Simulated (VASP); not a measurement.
Set up this calculation in VASP 6.6.1, as the native input.

| Property | Result |
| --- | --- |
| Task | single point |
| Functional | r2SCAN |
| Potentials or basis | VASP PAW PBE potentials, release 64 (Ni, Al) |
| Cutoff | 520 eV |
| k mesh | 8 × 8 × 8 |
| Occupations | fermi-dirac, width 0.05 eV |
| Spin | collinear spin, ferromagnetic start |
| Starting moments | [1.0, 1.0, 1.0, 0.0] μB |
| Dipole correction | no |
| Further INCAR settings | ALGO = Normal; EDIFF = 1e-06; NBANDS = 28 |

The system is AlNi3.

```
Ni Al
1.0
     3.47544    0.00000    0.00000
     0.00000    3.47544    0.00000
     0.00000    0.00000    3.47544
Ni Al
3 1
Direct
  0.50000 0.50000 0.00000
  0.50000 0.00000 0.50000
  0.00000 0.50000 0.50000
  0.00000 0.00000 0.00000
```

One way to write it, as run:

POSCAR

```
AlNi3
1.0
    3.4754400422      0.0000000000      0.0000000000
    0.0000000000      3.4754400422      0.0000000000
    0.0000000000      0.0000000000      3.4754400422
Ni Al
3 1
Direct
    0.5000000000      0.5000000000      0.0000000000
    0.5000000000      0.0000000000      0.5000000000
    0.0000000000      0.5000000000      0.5000000000
    0.0000000000      0.0000000000      0.0000000000
```

INCAR.step1

```
SYSTEM = AlNi3
PREC = Accurate
ENCUT = 520
ISMEAR = -1
SIGMA = 0.05
LREAL = .False.
LASPH = .True.
NELM = 150
ISPIN = 2
MAGMOM = 1 1 1 0
LMAXMIX = 4
NBANDS = 28
GGA = PE
ALGO = Normal
EDIFF = 1E-4
LWAVE = .True.
LCHARG = .False.
```

INCAR.step2

```
SYSTEM = AlNi3
PREC = Accurate
ENCUT = 520
EDIFF = 1E-6
ISMEAR = -1
SIGMA = 0.05
LREAL = .False.
LASPH = .True.
NELM = 150
ALGO = Normal
ISIF = 2
LWAVE = .False.
LCHARG = .False.
ISPIN = 2
MAGMOM = 1 1 1 0
LORBIT = 11
LMAXMIX = 4
METAGGA = R2SCAN
LMIXTAU = .True.
NBANDS = 28
ISTART = 1
```

KPOINTS

```
regular mesh
0
Gamma
  8 8 8
  0 0 0
```

Potentials or basis: VASP PAW PBE potentials, release 64 (Ni, Al).

Launch:

```bash
$ cat potpaw_PBE.64/Ni/POTCAR potpaw_PBE.64/Al/POTCAR > POTCAR
$ cp INCAR.step1 INCAR
$ mpirun -np 1 vasp_std > vasp.out
$ cp INCAR.step2 INCAR
$ mpirun -np 1 vasp_std > vasp.out
```

It gave:

```json
{
  "Pressure": "9.7 GPa",
  "Net moment": "0.83 μB per cell",
  "Site moments": "Ni +0.31; Al -0.02 μB",
  "Valence electrons inside the program's atomic spheres": "Ni 9.57; Al 0.85"
}
```

Caveat: the PAW data sets were made with another functional, which shifts forces and pressure a little.

Wall time 4.9 min on 1 thread of Intel(R) Xeon(R) Platinum 8259CL CPU @ 2.50GHz (Skylake/Cascade Lake), on a shared host, peak memory 0.22 GiB.
